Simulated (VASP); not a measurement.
Input of a VASP 6.6.1 run:

The input INCAR:

```
ALGO = Normal
EDIFF = 1E-6
ENCUT = 520
GGA = PE
ISIF = 2
ISMEAR = 1
LASPH = T
LCHARG = F
LREAL = F
LWAVE = F
NBANDS = 20
NELM = 80
PREC = Accurate
SIGMA = 0.1
```

Contents of KPOINTS:

```
k-points
0
Gamma
  5 5 5
```

POSCAR

```
Na3Al
1.0
    0.0000000000      3.7986254306      3.7986254306
    3.7986254306      0.0000000000      3.7986254306
    3.7986254306      3.7986254306      0.0000000000
Na Al
3 1
Direct
    0.2500000000      0.2500000000      0.2500000000
    0.7500000000      0.7500000000      0.7500000000
    0.5000000000      0.5000000000      0.5000000000
    0.0000000000      0.0000000000      0.0000000000
```

Potentials or basis: VASP PAW PBE potentials, release 64 (Na_pv, Al).

Command:

```bash
$ cat potpaw_PBE.64/Na_pv/POTCAR potpaw_PBE.64/Al/POTCAR > POTCAR
$ mpirun -np 1 vasp_std > vasp.out
```

(1) Predict the pressure.

(2) Estimate the band gap on the k mesh.

Answers

(1) 0.6 GPa.

(2) zero (band 12 reaches 2.68 eV, above the bottom of band 13 at 1.11 eV).
